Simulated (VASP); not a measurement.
# Be4Se3 (P1) in VASP: notebook

The runs below take Be4Se3 through single point, with PBE.

Everything below comes from runs of VASP 6.6.1. Logs are shortened: lines on timing, memory, paths and dates and some standing lists are left out, and cuts for length are marked.

### 1 The cell of the first run

The typed cell holds 7 atoms: a = 3.634 Å, b = 3.635 Å, c = 9.704 Å, α = 95.22°, β = 84.80°, γ = 89.40°.

### 2 Single point, PBE

INCAR

```
PREC = Accurate
ENCUT = 520
EDIFF = 1E-7
ISMEAR = 0
SIGMA = 0.1
LREAL = F
LASPH = T
NELM = 100
ALGO = Normal
ISIF = 2
LWAVE = F
LCHARG = F
GGA = PE
NBANDS = 22
```

KPOINTS

```
Automatic mesh
0
Gamma
  4 4 2
```

POSCAR

```
Be4Se3
1.0
    3.6303997571      0.0217364807      0.1676669009
    0.0241495625      3.6308882032     -0.1679354031
    0.4353506490     -0.4386664194      9.6840434168
Be Se
4 3
Direct
    0.1029807001      0.3221884821      0.5993980807
   -0.0164138856      0.5488781286      0.1341081610
    0.5488117862     -0.0166908036      0.8659748114
    0.3224032054      0.1035221100      0.4004583089
    0.5760852794      0.4497983695      0.7285774243
    0.0159174909      0.0158484361      0.0000283102
    0.4502154235      0.5764552773      0.2714549034
```

Potentials or basis: VASP PAW PBE potentials, release 64 (Be, Se).

The run is started by

```bash
$ cat potpaw_PBE.64/Be/POTCAR potpaw_PBE.64/Se/POTCAR > POTCAR
$ mpirun -np 1 vasp_std > vasp.out
```

OUTCAR:

```text
PREC = Accurate
   ENCUT = 520
   EDIFF = 1E-7
   ISMEAR = 0
   LREAL = F
   LASPH = T
   NELM = 100
   ISIF = 2
   GGA = PE

 ion  position               nearest neighbor table
   1  0.103  0.322  0.599-   4 2.10   5 2.21   5 2.25
   2  0.984  0.549  0.134-   6 2.23   6 2.23   7 2.25   7 2.25
   3  0.549  0.983  0.866-   6 2.23   6 2.23   5 2.25   5 2.25
   4  0.322  0.104  0.400-   1 2.10   7 2.21   7 2.25
   5  0.576  0.450  0.729-   1 2.21   1 2.25   3 2.25   3 2.25
   6  0.016  0.016  0.000-   3 2.23   2 2.23   3 2.23   2 2.23
   7  0.450  0.576  0.271-   4 2.21   4 2.25   2 2.25   2 2.25

  LATTYP: Found a triclinic cell.
 ALAT       =     3.6348500169
 B/A-ratio  =     1.4215036250
 C/A-ratio  =     2.6696409347
 COS(alpha) =     0.0002767032
 COS(beta)  =     0.0909662133
 COS(gamma) =     0.7108515826

  Lattice vectors:

 A1 = (   0.0241495625,   3.6308882032,  -0.1679354031)
 A2 = (   3.6545493196,   3.6526246839,  -0.0002685022)
 A3 = (  -0.4353506490,   0.4386664194,  -9.6840434168)

Analysis of symmetry for initial positions (statically):
=====================================================================
 Subroutine PRICEL returns:
 Original cell was already a primitive cell.

 Routine SETGRP: Setting up the symmetry group for a
 triclinic supercell.

 Subroutine GETGRP returns: Found  1 space group operations
 (whereof  1 operations were pure point group operations)
 out of a pool of  2 trial point group operations.

The static configuration has the point symmetry C_1 .

Analysis of symmetry for dynamics (positions and initial velocities):
=====================================================================
 Subroutine PRICEL returns:
 Original cell was already a primitive cell.

 Routine SETGRP: Setting up the symmetry group for a
 triclinic supercell.

 Subroutine GETGRP returns: Found  1 space group operations
 (whereof  1 operations were pure point group operations)
 out of a pool of  2 trial point group operations.

The dynamic configuration has the point symmetry C_1 .

 Subroutine INISYM returns: Found  1 space group operations
 (whereof  1 operations are pure point group operations),
 and found     1 'primitive' translations

----------------------------------------------------------------------------------------

                                     Primitive cell

[... 96 lines left out ...]
   LREAL  =      F    real-space projection
   EDIFFG = 0.1E-05   stopping-criterion for IOM
   NSW    =      0    number of steps for IOM
   IBRION =     -1    ionic relax: 0-MD 1-quasi-New 2-CG
   NFREE  =      0    steps in history (QN), initial steepest desc. (CG)
   ISIF   =      2    stress and relaxation
   ISYM   =      2    0-nonsym 1-usesym 2-fastsym
   POTIM  = 0.5000    time-step for ionic-motion
   TEBEG  =    0.0;   TEEND  =   0.0 temperature during run
   PSTRESS=    0.0 pullay stress
   NELECT =      26.0000    total number of electrons
   NUPDOWN=      -1.0000    fix difference up-down
   EMIN   =  10.00;   EMAX   =-10.00  energy-range for DOS
   EFERMI =   0.00;   METHOD = LEGACY
   ISMEAR =     0;   SIGMA  =   0.10  broadening in eV -4-tet -1-fermi 0-gaus
   EFERMI_NEDOS =   21; number of points for ismear=-14 and -15
   IALGO  =     38    algorithm
   IMIX   =      4    mixing-type and parameters
     AMIX     =   0.40;   BMIX     =  1.00
     AMIX_MAG =   1.60;   BMIX_MAG =  1.00
  volume/ion in A,a.u.               =      18.16       122.54
  Fermi-wavevector in a.u.,A,eV,Ry     =   0.964582  1.822796 12.659122  0.930419
  Thomas-Fermi vector in A             =   2.094226
   LORBIT       =      0    0 simple, 1 ext, 2 COOP (PROOUT), +10 PAW based schemes
   GGA     = PE    functional components
   LHFCALC =     F    Hartree Fock is set to
   AEXX    =    0.0000 exact exchange contribution
   IVDW    =     0    specifies the selected vdW correction
   LEPSILON=     F    determine dielectric tensor
   LRPA    =     F    only Hartree local field effects (RPA)
 non-spin polarized calculation
 Gauss-broadening in eV      SIGMA  =   0.10
  energy-cutoff  :      520.00
  volume of cell :      127.11
 maximum number of plane-waves:      3452
   NGX = 13   NGY = 13   NGZ = 35

 number of electron      25.9999999 magnetization

 Free energy of the ion-electron system (eV)
  ---------------------------------------------------
  ext. energy  EPLUGINS =         0.00000000
  ---------------------------------------------------
  free energy    TOTEN  =       -28.01421586 eV

  energy without entropy =      -28.01421522  energy(sigma->0) =      -28.01421554

 E-fermi :   3.7258     XC(G=0):  -8.9231

 val. band max:        3.4322886210   @ k =   0.0000  -0.0000   0.5000
 cond. band min:       4.0193939348   @ k =   0.5000   0.5000   0.5000
 fundamental gap:      0.5871053138
 Fermi energy:         3.7258408427

 k-point     1 :       0.0000    0.0000    0.0000
  band No.  band energies     occupation
      1     -11.1994      2.00000
      2     -10.5751      2.00000
      3      -9.9989      2.00000
      4      -2.1055      2.00000
      5      -1.7507      2.00000
      6       0.0367      2.00000
[... 489 lines left out ...]
     21       9.0956      0.00000
     22       9.3780      0.00000

------------------------ aborting loop because EDIFF is reached ----------------------------------------

  FORCE on cell =-STRESS in cart. coord.  units (eV):
  Direction    XX          YY          ZZ          XY          YZ          ZX
  --------------------------------------------------------------------------------------
  -------------------------------------------------------------------------------------
  Total        0.1643431      0.1567988      0.1602277     -0.0101522      0.0057554     -0.0088327
  in kB        2.0714876      1.9763937      2.0196146     -0.1279644      0.0725445     -0.1113335
  external PRESSURE =       2.0224986 kB  Pullay stress =       0.0000000 kB

 VOLUME and BASIS-vectors are now :
 -----------------------------------------------------------------------------
  energy-cutoff  :      520.00
  volume of cell :      127.11
      direct lattice vectors                 reciprocal lattice vectors
     3.630399757  0.021736481  0.167666901     0.276044403 -0.002415043 -0.012519100
     0.024149562  3.630888203 -0.167935403    -0.002234653  0.276012490  0.012603234
     0.435350649 -0.438666419  9.684043417    -0.004818110  0.004828272  0.103697962

 POSITION                                       TOTAL-FORCE (eV/Angst)
 -----------------------------------------------------------------------------------
      0.64259      0.90913      5.76776        -0.000151     -0.001771     -0.013050
      3.64245      1.95547      1.37145        -0.002583      0.000972      0.009618
      2.39316      3.20234      8.31302         0.000464     -0.002146     -0.014774
      1.34729      0.20722      3.91473        -0.002692     -0.000617      0.018402
      2.41947      1.32609      7.07663         0.000520      0.003735      0.002824
      0.05818      0.05788      0.00028         0.000081     -0.000113      0.001251
      1.76656      1.98375      2.60746         0.004362     -0.000060     -0.004271
 -----------------------------------------------------------------------------------
    total drift:                               -0.000128     -0.000119      0.000006

  FREE ENERGIE OF THE ION-ELECTRON SYSTEM (eV)
  ---------------------------------------------------
  free  energy   TOTEN  =       -28.0142158554 eV

  energy  without entropy=      -28.0142152173  energy(sigma->0) =      -28.01421554
```

Wall time 25 s (1 thread of Intel Xeon 6975P-C (Granite Rapids), shared host); peak memory 0.23 GiB.

Results:

```yaml
Free_energy: -28.0142 eV
Pressure: 0.2 GPa
Largest_force: 0.019 eV/Å
Band_gap_on_the_k_mesh: 0.59 eV, indirect (least direct gap 1.05 eV)
```

Forces in eV/Å, atoms in the order of the input:
```
Be   0.000 -0.002 -0.013
Be  -0.003  0.001  0.010
Be   0.000 -0.002 -0.015
Be  -0.003 -0.001  0.018
Se   0.001  0.004  0.003
Se   0.000  0.000  0.001
Se   0.004  0.000 -0.004
```

Caveat: the k points lie up to 0.43 Å⁻¹ apart.

### 3 Single point, PBE

INCAR

```
ALGO = Normal ; EDIFF = 1E-6
ENCUT = 520 ; GGA = PE
ISIF = 2 ; ISMEAR = 0
LASPH = T ; LCHARG = F
LREAL = F ; LWAVE = F
NBANDS = 22 ; NELM = 60
PREC = Accurate ; SIGMA = 0.1
```

KPOINTS

```
k-points
0
Gamma
  4 4 2
```

POSCAR

```
Be4Se3
1.0
    2.5552040929     -2.5840758298     -0.0002724758
    2.5564537800      2.5854111447     -0.0017086644
   -1.2568851743     -0.0024595667      9.6310330245
Be Se
4 3
Direct
    0.1037069208      0.6783118223      0.9004384682
    0.9825339621      0.4513530119      0.3659391150
    0.5487049175      0.0179021440      0.6339903210
    0.3220019469      0.8953141505      0.0996801463
    0.5764515359      0.5515394562      0.7712410953
    0.0154036569      0.9847771178      0.4999943049
    0.4491374083      0.4228619490      0.2287165494
```

Potentials or basis: VASP PAW PBE potentials, release 64 (Be, Se).

The run is started by

```bash
$ cat potpaw_PBE.64/Be/POTCAR potpaw_PBE.64/Se/POTCAR > POTCAR
$ mpirun -np 1 vasp_std > vasp.out
```

It took 22 s on 1 thread of Intel Xeon 6975P-C (Granite Rapids), shared host; peak memory 0.23 GiB.

It converged, with:

* Free energy: -28.0143 eV
* Pressure: 0.2 GPa
* Largest force: 0.018 eV/Å
* Band gap on the k mesh: 0.59 eV, indirect (least direct gap 1.04 eV)

Forces in eV/Å, atoms in the order of the input:
```
Be   0.000  0.003  0.017
Be   0.000 -0.002 -0.003
Be  -0.004  0.001  0.011
Be   0.001  0.004 -0.018
Se  -0.004 -0.002 -0.003
Se   0.002 -0.004 -0.004
Se   0.005  0.000  0.001
```

Levels at points of the mesh, in eV from the valence-band top:
```csv
k point,band 9,band 10,band 11,band 12,band 13,band 14,band 15,band 16,band 17,band 18
"(0.00, 0.00, 0.00)",-2.60,-2.17,-1.65,-1.58,-0.74,1.85,2.55,3.25,3.27,3.97
"(0.50, 0.00, 0.00)",-3.14,-2.18,-2.09,-2.05,-0.80,1.93,3.79,3.90,4.12,4.48
"(0.00, 0.50, 0.00)",-3.14,-2.18,-2.08,-2.04,-0.79,1.92,3.79,3.91,4.13,4.49
"(0.50, 0.50, 0.00)",-4.24,-4.10,-4.01,-3.45,-0.55,0.95,1.21,2.52,3.69,3.79
"(0.00, 0.00, 0.50)",-2.56,-2.55,-1.65,-1.63,0.00,1.84,2.63,2.90,3.50,3.79
"(0.50, 0.00, 0.50)",-2.77,-2.18,-2.08,-2.04,-0.58,1.54,3.45,4.12,4.13,4.58
"(0.00, 0.50, 0.50)",-2.77,-2.18,-2.08,-2.04,-0.57,1.54,3.46,4.12,4.14,4.58
"(0.50, 0.50, 0.50)",-4.19,-4.10,-3.81,-3.77,-0.45,0.59,1.37,2.44,3.50,3.97
```

Caveat: the k points lie up to 0.43 Å⁻¹ apart.
